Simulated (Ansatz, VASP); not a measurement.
## One calculation of TaN, two programs

The input INCAR:

```
SYSTEM = TaN
ALGO = Fast ; EDIFF = 1E-6
ENCUT = 520 ; GGA = PS
ISIF = 2 ; ISMEAR = 0
LASPH = .True. ; LCHARG = .False.
LREAL = .False. ; LWAVE = .False.
NBANDS = 60 ; NELM = 80
PREC = Accurate ; SIGMA = 0.15
```

Contents of KPOINTS:

```
k-points
0
Gamma
  22 22 4
  0 0 0
```

Contents of POSCAR:

```
TaN
1.0
    2.1878447038     -2.1878447038      0.0000000000
    2.1878447038      0.0000000000     -2.1878447038
    8.5781737345      8.5781737345      8.5781737345
Ta N
6 6
Direct
    0.6666666667      0.6666666667      0.2975558163
    0.0000000000      0.0000000000      0.1275239213
    0.3333333333      0.3333333333      0.4675877113
    0.6666666667      0.6666666667      0.8076515013
    1.0000000000      1.0000000000      0.6376196063
    0.3333333333      0.3333333333      0.9776833964
    1.0000000000      0.0000000000      0.3825717638
    0.3333333333      0.3333333333      0.2125398688
    0.6666666667      0.6666666667      0.5526036588
    1.0000000000      1.0000000000      0.8926674488
    0.3333333333      0.3333333333      0.7226355538
    0.6666666667      0.6666666667      0.0425079738
```

Input for Ansatz:

```yaml
crystal:
  lattice:
    - [2.1878447038, -2.1878447038, 0.0]
    - [2.1878447038, 0.0, -2.1878447038]
    - [8.5781737345, 8.5781737345, 8.5781737345]
  atoms:
    - { symbol: Ta, position: [0.6666666667, 0.6666666667, 0.2975558163] }
    - { symbol: Ta, position: [0.0, 0.0, 0.1275239213] }
    - { symbol: Ta, position: [0.3333333333, 0.3333333333, 0.4675877113] }
    - { symbol: Ta, position: [0.6666666667, 0.6666666667, 0.8076515013] }
    - { symbol: Ta, position: [1.0, 1.0, 0.6376196063] }
    - { symbol: Ta, position: [0.3333333333, 0.3333333333, 0.9776833964] }
    - { symbol: "N", position: [1.0, 0.0, 0.3825717638] }
    - { symbol: "N", position: [0.3333333333, 0.3333333333, 0.2125398688] }
    - { symbol: "N", position: [0.6666666667, 0.6666666667, 0.5526036588] }
    - { symbol: "N", position: [1.0, 1.0, 0.8926674488] }
    - { symbol: "N", position: [0.3333333333, 0.3333333333, 0.7226355538] }
    - { symbol: "N", position: [0.6666666667, 0.6666666667, 0.0425079738] }
basis:
  ecutwfc: 420
kpoints:
  mp_grid: { grid: [22, 22, 4] }
hamiltonian:
  xc: pbesol
scf:
  occupations: { method: gaussian, width: 0.15 }
output:
  forces: true
  stress: true
  eigenvalues: true
  write_density: true
  write_potential: true
  elf: true
  volumetric_format: npy
```

Alike in both runs: task single point; functional PBEsol; k mesh 22 × 22 × 4; occupations gaussian, width 0.15 eV; no spin polarisation.

|  | VASP | Ansatz |
| --- | --- | --- |
| version | VASP 6.6.1 | Ansatz 0.2.0 |
| potentials or method | VASP PAW PBE potentials, release 64 (Ta_pv, N), cutoff 520 eV | scalar-relativistic, plane waves, PAW |
| valence electrons in the cell | 96 | 108 |

Ansatz gave:

```
gap on the k mesh at the Fermi level (eV)                     : none
pressure (GPa)                                                : 9.5
traceless stress, the component that is largest in VASP (GPa) : 1.11
rms of the force components (eV/Å)                            : 0.680
```

Question: Which values does VASP return?

Answer: gap on the k mesh at the Fermi level (eV): none; pressure (GPa): 10.7; traceless stress, the component that is largest in VASP (GPa): 1.10; rms of the force components (eV/Å): 0.688.

VASP's potentials were made for PBE, not for PBEsol. Atom by atom the forces differ by 0.008 eV/Å (rms over components). A gap of «none» marks a metal or a gap that the smearing closes. The functional is the same, so the differences come from potentials, cutoffs and numerics. VASP's potentials hold 96 valence electrons a cell and Ansatz's 108, so a difference there can come from the potentials and not from the codes.

Neither program's run includes spin-orbit coupling.
